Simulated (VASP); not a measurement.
# HfB (R-3m) in VASP: notebook

Runs on HfB. Level: PBEsol. Tasks: single point.

Program: VASP 6.6.1. These are calculated values, not measurements. Logs are shortened: lines on timing, memory, paths and dates and some standing lists are left out, and cuts for length are marked.

## Step 1: The cell of the first run

The structure is trigonal, space group R-3m (No. 166). The conventional cell has a = 2.913 Å, b = 2.913 Å, c = 10.062 Å, α = 90.00°, β = 90.00°, γ = 120.00°. Within 3.1 Å of Hf (site symmetry -3m) lie 6 B at 2.38 Å and 6 Hf at 2.91 Å. B (site symmetry -3m) has 6 Hf at 2.38 Å and 6 B at 2.91 Å within 3.1 Å.

## Step 2: Single point, PBEsol

Input file INCAR:

```
PREC = Accurate
ENCUT = 520
EDIFF = 1E-6
ISMEAR = 0
SIGMA = 0.15
LREAL = F
LASPH = T
NELM = 60
ALGO = Normal
ISIF = 2
LWAVE = F
LCHARG = T
GGA = PS
LELF = T
LVHAR = T
NBANDS = 14
```

Input file KPOINTS:

```
regular mesh
0
Gamma
  20 20 20
```

Input file POSCAR:

```
HfB
1.0
    0.5630732210      2.6230972000      2.6230972000
    2.6230972000      0.5630732210      2.6230972000
    2.6230972000      2.6230972000      0.5630732210
Hf B
1 1
Direct
    0.5000000000      0.5000000000      0.5000000000
    0.0000000000      0.0000000000      0.0000000000
```

Potentials or basis: VASP PAW PBE potentials, release 64 (Hf_pv, B).

The run is started by

```
cat potpaw_PBE.64/Hf_pv/POTCAR potpaw_PBE.64/B/POTCAR > POTCAR
mpirun -np 1 vasp_std > vasp.out
```

OUTCAR:

```text
PREC = Accurate
   ENCUT = 520
   EDIFF = 1E-6
   ISMEAR = 0
   LREAL = F
   LASPH = T
   NELM = 60
   ISIF = 2
   GGA = PS

 ion  position               nearest neighbor table
   1  0.500  0.500  0.500-   2 2.38   2 2.38   2 2.38   2 2.38   2 2.38   2 2.38
   2  0.000  0.000  0.000-   1 2.38   1 2.38   1 2.38   1 2.38   1 2.38   1 2.38

  LATTYP: Found a trigonal (rhomboedric) cell.
 ALAT       =     3.7521099789
 COS(alpha) =     0.6985651702

  Lattice vectors:

 A1 = (   0.5630732210,   2.6230972000,   2.6230972000)
 A2 = (   2.6230972000,   0.5630732210,   2.6230972000)
 A3 = (   2.6230972000,   2.6230972000,   0.5630732210)

Analysis of symmetry for initial positions (statically):
=====================================================================
 Subroutine PRICEL returns:
 Original cell was already a primitive cell.

 Routine SETGRP: Setting up the symmetry group for a
 trigonal (rhombohedral) supercell.

 Subroutine GETGRP returns: Found 12 space group operations
 (whereof 12 operations were pure point group operations)
 out of a pool of 12 trial point group operations.

The static configuration has the point symmetry D_3d.

Analysis of symmetry for dynamics (positions and initial velocities):
=====================================================================
 Subroutine PRICEL returns:
 Original cell was already a primitive cell.

 Routine SETGRP: Setting up the symmetry group for a
 trigonal (rhombohedral) supercell.

 Subroutine GETGRP returns: Found 12 space group operations
 (whereof 12 operations were pure point group operations)
 out of a pool of 12 trial point group operations.

The dynamic configuration has the point symmetry D_3d.

 Subroutine INISYM returns: Found 12 space group operations
 (whereof 12 operations are pure point group operations),
 and found     1 'primitive' translations

----------------------------------------------------------------------------------------

                                     Primitive cell

  volume of cell :      24.6528

  direct lattice vectors                    reciprocal lattice vectors
     0.563073221  2.623097200  2.623097200    -0.266241249  0.219189994  0.219189994
     2.623097200  0.563073221  2.623097200     0.219189994 -0.266241249  0.219189994
     2.623097200  2.623097200  0.563073221     0.219189994  0.219189994 -0.266241249

  length of vectors
     3.752109979  3.752109979  3.752109979     0.408623187  0.408623187  0.408623187

  position of ions in fractional coordinates (direct lattice)
     0.500000000  0.500000000  0.500000000
     0.000000000  0.000000000  0.000000000

  ion indices of the primitive-cell ions
   primitive index   ion index
                 1           1
                 2           2

----------------------------------------------------------------------------------------

 KPOINTS: regular mesh

Automatic generation of k-mesh.
 Grid dimensions read from file:
 generate k-points for:   20   20   20

 Generating k-lattice:

  Cartesian coordinates                     Fractional coordinates (reciprocal lattice)
    -0.013312062  0.010959500  0.010959500     0.050000000 -0.000000000 -0.000000000
     0.010959500 -0.013312062  0.010959500    -0.000000000  0.050000000 -0.000000000
     0.010959500  0.010959500 -0.013312062     0.000000000  0.000000000  0.050000000

  Length of vectors
     0.020431159  0.020431159  0.020431159

  Shift w.r.t. Gamma in fractional coordinates (k-lattice)
     0.000000000  0.000000000  0.000000000

 Subroutine IBZKPT returns following result:
 ===========================================

 Found    781 irreducible k-points:

 Following reciprocal coordinates:
            Coordinates               Weight
  0.000000  0.000000  0.000000      1.000000
  0.050000  0.000000  0.000000      6.000000
  0.100000 -0.000000 -0.000000      6.000000
  0.150000  0.000000  0.000000      6.000000
  0.200000 -0.000000 -0.000000      6.000000
  0.250000  0.000000 -0.000000      6.000000
[... 16 lines left out ...]
 -0.400000  0.050000  0.000000     12.000000
 -0.350000  0.050000 -0.000000     12.000000
 [... further k-points ...]
   k-points           NKPTS =    781   k-points in BZ     NKDIM =    781   number of bands    NBANDS=     14
   number of dos      NEDOS =    301   number of ions     NIONS =      2
   total plane-waves  NPLWV =  21952
   dimension x,y,z NGX =    28 NGY =   28 NGZ =   28
   dimension x,y,z NGXF=    56 NGYF=   56 NGZF=   56
   ions per type =               1   1
   NGX,Y,Z   is equivalent  to a cutoff of  12.41, 12.41, 12.41 a.u.
   NGXF,Y,Z  is equivalent  to a cutoff of  24.81, 24.81, 24.81 a.u.
 SYSTEM =  unknown system
   PREC   = accura    normal or accurate (medium, high low for compatibility)
   ISTART =      0    job   : 0-new  1-cont  2-samecut
   ICHARG =      2    charge: 1-file 2-atom 10-const
   ISPIN  =      1    spin polarized calculation?
   LNONCOLLINEAR =      F non collinear calculations
[... 26 lines left out ...]
  Fermi-wavevector in a.u.,A,eV,Ry     =   1.322617  2.499383 23.800871  1.749315
  Thomas-Fermi vector in A             =   2.452285
   LORBIT       =      0    0 simple, 1 ext, 2 COOP (PROOUT), +10 PAW based schemes
   GGA     = PS    functional components
   LHFCALC =     F    Hartree Fock is set to
   AEXX    =    0.0000 exact exchange contribution
   IVDW    =     0    specifies the selected vdW correction
   LEPSILON=     F    determine dielectric tensor
   LRPA    =     F    only Hartree local field effects (RPA)
 non-spin polarized calculation
 Gauss-broadening in eV      SIGMA  =   0.15
  energy-cutoff  :      520.00
  volume of cell :       24.65
 maximum number of plane-waves:       689
   NGX = 13   NGY = 13   NGZ = 13

 number of electron      13.0000000 magnetization

 Free energy of the ion-electron system (eV)
  ---------------------------------------------------
  ext. energy  EPLUGINS =         0.00000000
  ---------------------------------------------------
  free energy    TOTEN  =       -17.35211195 eV

  energy without entropy =      -17.34207773  energy(sigma->0) =      -17.34709484

 E-fermi :   6.0156     XC(G=0): -12.4277

 val. band max:        6.0146442912   @ k =  -0.4500   0.4500   0.1500
 cond. band min:       6.0156283213   @ k =  -0.1500  -0.1500   0.1000
 fundamental gap:      0.0009840301
 Fermi energy:         6.0155750811

 k-point     1 :       0.0000    0.0000    0.0000
  band No.  band energies     occupation
      1     -23.6324      2.00000
      2     -22.8849      2.00000
      3     -22.8849      2.00000
      4      -4.5723      2.00000
      5       4.0687      2.00000
      6       6.8848      0.00000
      7       8.0442      0.00000
      8       8.0442      0.00000
      9      10.8522      0.00000
     10      10.8522      0.00000
     11      10.8531      0.00000
     12      10.8531      0.00000
     13      17.9539      0.00000
     14      19.3282      0.00000

 k-point     2 :       0.0500    0.0000    0.0000
  band No.  band energies     occupation
      1     -23.6280      2.00000
      2     -22.9241      2.00000
      3     -22.8928      2.00000
      4      -4.4900      2.00000
      5       4.1368      2.00000
      6       6.6092      0.00000
      7       7.9953      0.00000
      8       8.1438      0.00000
      9       9.9454      0.00000
     10      10.2880      0.00000
     11      11.5563      0.00000
     12      11.8053      0.00000
     13      18.2382      0.00000
     14      19.4239      0.00000

 k-point     3 :       0.1000   -0.0000   -0.0000
  band No.  band energies     occupation
      1     -23.6152      2.00000
      2     -23.0364      2.00000
      3     -22.9158      2.00000
      4      -4.2490      2.00000
      5       4.2978      2.00000
      6       6.0780      0.55618
      7       7.6158      0.00000
      8       8.4395      0.00000
      9       9.1021      0.00000
     10       9.9423      0.00000
     11      12.3782      0.00000
     12      12.7817      0.00000
     13      19.0156      0.00000
     14      19.6617      0.00000
[... 324 lines left out ...]
 k-point    23 :      -0.4000    0.0500    0.0000
  band No.  band energies     occupation
      1     -24.2436      2.00000
      2     -23.4500      2.00000
      3     -23.2067      2.00000
      4      -0.3737      2.00000
      5       1.9680      2.00000
      6       2.5412      2.00000
      7       5.6812      1.99838
      8       7.2304      0.00000
      9      11.9764      0.00000
     10      14.2579      0.00000
     11      16.3333      0.00000
     12      17.1866      0.00000
     13      18.2591      0.00000
     14      19.3988      0.00000

 k-point    24 :      -0.3500    0.0500   -0.0000
  band No.  band energies     occupation
      1     -24.1250      2.00000
      2     -23.4657      2.00000
      3     -23.1771      2.00000
      4      -1.0710      2.00000
      5       2.3279      2.00000
      6       3.1637      2.00000
      7       5.8471      1.88773
      8       7.2626      0.00000
      9      10.9579      0.00000
     10      13.2682      0.00000
     11      16.5827      0.00000
     12      17.1278      0.00000
     13      18.3754      0.00000
     14      19.5507      0.00000

 [... further k-points ...]
[... 5 lines left out ...]
  --------------------------------------------------------------------------------------
  -------------------------------------------------------------------------------------
  Total        3.8900730      3.8900730      3.8900730     -2.6044862     -2.6044862     -2.6044862
  in kB      252.8147465    252.8147465    252.8147465   -169.2648199   -169.2648199   -169.2648199
  external PRESSURE =     252.8147465 kB  Pullay stress =       0.0000000 kB

 VOLUME and BASIS-vectors are now :
 -----------------------------------------------------------------------------
  energy-cutoff  :      520.00
  volume of cell :       24.65
      direct lattice vectors                 reciprocal lattice vectors
     0.563073221  2.623097200  2.623097200    -0.266241249  0.219189994  0.219189994
     2.623097200  0.563073221  2.623097200     0.219189994 -0.266241249  0.219189994
     2.623097200  2.623097200  0.563073221     0.219189994  0.219189994 -0.266241249

 POSITION                                       TOTAL-FORCE (eV/Angst)
 -----------------------------------------------------------------------------------
      2.90463      2.90463      2.90463        -0.000000      0.000000     -0.000000
      0.00000      0.00000      0.00000         0.000000     -0.000000      0.000000
 -----------------------------------------------------------------------------------
    total drift:                                0.000000      0.000000      0.000000

  FREE ENERGIE OF THE ION-ELECTRON SYSTEM (eV)
  ---------------------------------------------------
  free  energy   TOTEN  =       -17.3521119499 eV

  energy  without entropy=      -17.3420777287  energy(sigma->0) =      -17.34709484
```

Run time: 4.2 min. Hardware: 1 thread of Intel Xeon 6975P-C (Granite Rapids), shared host; peak memory 0.39 GiB.

What came out:

```
Free energy            : -17.3521 eV
Pressure               : 25.3 GPa
Band gap on the k mesh : zero (an odd number of electrons rules out a gap without spin polarisation)
```

Levels at points of the mesh, in eV from the Fermi level:
| k point | band 3 | band 4 | band 5 | band 6 | band 7 | band 8 | band 9 | band 10 |
| --- | --- | --- | --- | --- | --- | --- | --- | --- |
| (0.00, 0.00, 0.00) | -28.90 | -10.59 | -1.95 | 0.87 | 2.03 | 2.03 | 4.84 | 4.84 |
| (0.50, 0.00, 0.00) | -29.22 | -5.78 | -4.29 | -4.10 | -0.33 | 1.14 | 7.31 | 8.54 |
| (0.50, 0.50, 0.00) | -29.24 | -7.26 | -2.47 | -2.31 | 0.84 | 3.06 | 4.05 | 4.66 |
| (0.50, 0.50, 0.50) | -28.91 | -6.95 | -6.47 | 0.32 | 0.32 | 2.98 | 4.85 | 4.85 |

Caveat: the cell stands under pressure; the PAW data sets were made with another functional, which shifts forces and pressure a little; spin-orbit coupling is left out, which moves the levels of the heavy elements.

## Step 3: Single point, PBEsol

This run uses another cell than the first one, of the same volume but with other edges.

Input file INCAR:

```
PREC     = Accurate       # precision mode
ENCUT    = 520            # plane-wave cutoff, eV
EDIFF    = 1E-6           # SCF threshold, eV
ISMEAR   = 0              # smearing method
SIGMA    = 0.15           # smearing width, eV
LREAL    = False          # projectors in reciprocal space
LASPH    = True           # aspherical terms in the spheres
NELM     = 60             # most SCF steps
ALGO     = Normal         # electronic algorithm
ISIF     = 2              # what is computed and relaxed
LWAVE    = False          # write WAVECAR
LCHARG   = True           # write CHGCAR
GGA      = PS             # functional
LELF     = True           # ELF
LVHAR    = True         
NBANDS   = 14             # bands
```

Input file KPOINTS:

```
Automatic mesh
0
Gamma
  20 20 20
```

Input file POSCAR:

```
HfB
1.0
   -0.7303487585      2.0084590859      2.0084590859
    2.0084590859     -0.7303487585      2.0084590859
    2.0084590859      2.0084590859     -0.7303487585
Hf B
1 1
Direct
    0.5000000000      0.5000000000      0.5000000000
    0.0000000000      0.0000000000      0.0000000000
```

Potentials or basis: VASP PAW PBE potentials, release 64 (Hf_pv, B).

The run is started by

```
cat potpaw_PBE.64/Hf_pv/POTCAR potpaw_PBE.64/B/POTCAR > POTCAR
mpirun -np 1 vasp_std > vasp.out
```

Wall time 1.8 min (1 thread of Intel Xeon 6975P-C (Granite Rapids), shared host); peak memory 0.38 GiB.

The run converged. Its results:

```
Free energy            : -17.5611 eV
Pressure               : 15.3 GPa
Band gap on the k mesh : zero (an odd number of electrons rules out a gap without spin polarisation)
```

Stress tensor (GPa, compression positive):
```
15.32  6.41  6.41
 6.41 15.32  6.41
 6.41  6.41 15.32
```

Levels at points of the mesh, in eV from the Fermi level:
```csv
k point,band 4,band 5,band 6,band 7,band 8,band 9
"(0.00, 0.00, 0.00)",-10.87,-1.60,-1.60,2.83,2.83,3.22
"(0.50, 0.00, 0.00)",-6.41,-6.16,-1.85,0.74,0.78,5.07
"(0.50, 0.50, 0.00)",-7.48,-2.17,-1.47,-1.00,3.14,3.46
"(0.50, 0.50, 0.50)",-5.46,-4.71,-4.71,-2.61,6.46,8.89
```

Caveat: the cell stands under pressure; the PAW data sets were made with another functional, which shifts forces and pressure a little; spin-orbit coupling is left out, which moves the levels of the heavy elements.

## Step 4: Single point, PBEsol

This run uses another cell than the first one, of the same volume but with other edges.

Input file INCAR:

```
SYSTEM = HfB
PREC = Accurate
ENCUT = 520
EDIFF = 1E-6
ISMEAR = 0
SIGMA = 0.15
LREAL = .FALSE.
LASPH = .TRUE.
NELM = 80
ALGO = Normal
ISIF = 2
LWAVE = .FALSE.
LCHARG = .FALSE.
GGA = PS
NBANDS = 14
```

Input file KPOINTS:

```
regular mesh
0
G
  20 20 20
  0 0 0
```

Input file POSCAR:

```
HfB
1.0
   -0.2438591213      2.1947320921      2.1947320921
    2.1947320921     -0.2438591213      2.1947320921
    2.1947320921      2.1947320921     -0.2438591213
Hf B
1 1
Direct
    0.5000000000      0.5000000000      0.5000000000
    0.0000000000      0.0000000000      0.0000000000
```

The run is started by

```
cat potpaw_PBE.64/Hf_pv/POTCAR potpaw_PBE.64/B/POTCAR > POTCAR
mpirun -np 1 vasp_std > vasp.out
```

Wall time 1.9 min (1 thread of Intel Xeon 6975P-C (Granite Rapids), shared host); peak memory 0.37 GiB.

It converged, with:

- Free energy: -18.0853 eV
- Pressure: 24.3 GPa
- Band gap on the k mesh: zero (an odd number of electrons rules out a gap without spin polarisation)

Stress tensor (GPa, compression positive):
```
24.28  4.04  4.04
 4.04 24.28  4.04
 4.04  4.04 24.28
```

Levels at points of the mesh, in eV from the Fermi level:
```tsv
k point	band 3	band 4	band 5	band 6	band 7	band 8	band 9	band 10	band 11	band 12
(0.00, 0.00, 0.00)	-28.40	-9.86	0.92	0.92	3.45	3.45	3.56	4.24	4.24	4.40
(0.50, 0.00, 0.00)	-28.51	-5.39	-4.61	-1.97	-0.20	4.70	5.25	8.77	8.80	12.51
(0.50, 0.50, 0.00)	-28.65	-6.91	-1.40	-1.24	1.43	2.97	5.56	6.46	8.12	10.10
(0.50, 0.50, 0.50)	-28.79	-5.13	-3.28	-2.61	-2.61	7.22	7.22	7.22	7.99	12.86
```

Caveat: the cell stands under pressure; the PAW data sets were made with another functional, which shifts forces and pressure a little; spin-orbit coupling is left out, which moves the levels of the heavy elements.

## Step 5: Single point, PBEsol

This run uses another cell than the first one, of the same volume but with other edges.

Input file INCAR:

```
PREC = Accurate ; ENCUT = 520
EDIFF = 1E-6 ; ISMEAR = 0
SIGMA = 0.15 ; LREAL = False
LASPH = True ; NELM = 80
ALGO = Normal ; ISIF = 2
LWAVE = False ; LCHARG = False
GGA = PS ; NBANDS = 14
```

Input file KPOINTS:

```
Automatic mesh
0
Gamma
  20 20 20
```

Input file POSCAR:

```
HfB
1.0
    0.2898390969      2.4636323236      2.4636323236
    2.4636323236      0.2898390969      2.4636323236
    2.4636323236      2.4636323236      0.2898390969
Hf B
1 1
Direct
    0.5000000000      0.5000000000      0.5000000000
    0.0000000000      0.0000000000      0.0000000000
```

The run is started by

```
cat potpaw_PBE.64/Hf_pv/POTCAR potpaw_PBE.64/B/POTCAR > POTCAR
mpirun -np 1 vasp_std > vasp.out
```

Wall time 5.2 min (1 thread of Intel Xeon 6975P-C (Granite Rapids), shared host); peak memory 0.39 GiB.

Results (log left out):

* Free energy: -17.9739 eV
* Pressure: 24.6 GPa
* Band gap on the k mesh: zero (an odd number of electrons rules out a gap without spin polarisation)

Stress tensor (GPa, compression positive):
```
24.58 -8.41 -8.41
-8.41 24.58 -8.41
-8.41 -8.41 24.58
```

Levels at points of the mesh, in eV from the Fermi level:
```
           k point  band 3  band 4  band 5  band 6  band 7  band 8  band 9  band 10  band 11  band 12
(0.00, 0.00, 0.00)  -28.51   -9.96    0.00    2.39    2.39    2.49    4.35     4.35     4.37     4.37
(0.50, 0.00, 0.00)  -28.69   -5.32   -4.02   -2.91   -0.89    3.75    7.73     7.87     8.93    11.94
(0.50, 0.50, 0.00)  -28.77   -6.97   -1.60   -1.40    1.50    2.83    5.49     6.15     8.15    10.40
(0.50, 0.50, 0.50)  -28.53   -5.67   -5.45   -0.41   -0.41    5.49    5.49     5.72     9.56    12.59
```

Caveat: the cell stands under pressure; the PAW data sets were made with another functional, which shifts forces and pressure a little; spin-orbit coupling is left out, which moves the levels of the heavy elements.

## Step 6: The runs side by side

| cell | gap on the mesh (eV) | pressure (GPa) |
| --- | --- | --- |
| a = 3.752 Å, angles 45.7°, 2 atoms | none | 25.3 |
| a = 2.933 Å, angles 82.7°, 2 atoms | none | 15.3 |
| a = 3.113 Å, angles 67.3°, 2 atoms | none | 24.3 |
| a = 3.496 Å, angles 52.2°, 2 atoms | none | 24.6 |

Alike in all rows: task single point; level PBEsol; potentials or basis VASP PAW PBE potentials, release 64 (Hf_pv, B); no spin polarisation; k mesh 20 × 20 × 20; cutoff (eV) 520; smearing gaussian 0.15 eV.

Caveats: the cell stands under pressure; the PAW data sets were made with another functional, which shifts forces and pressure a little; spin-orbit coupling is left out, which moves the levels of the heavy elements.

Absolute energies hang on the potentials; compare differences alone.
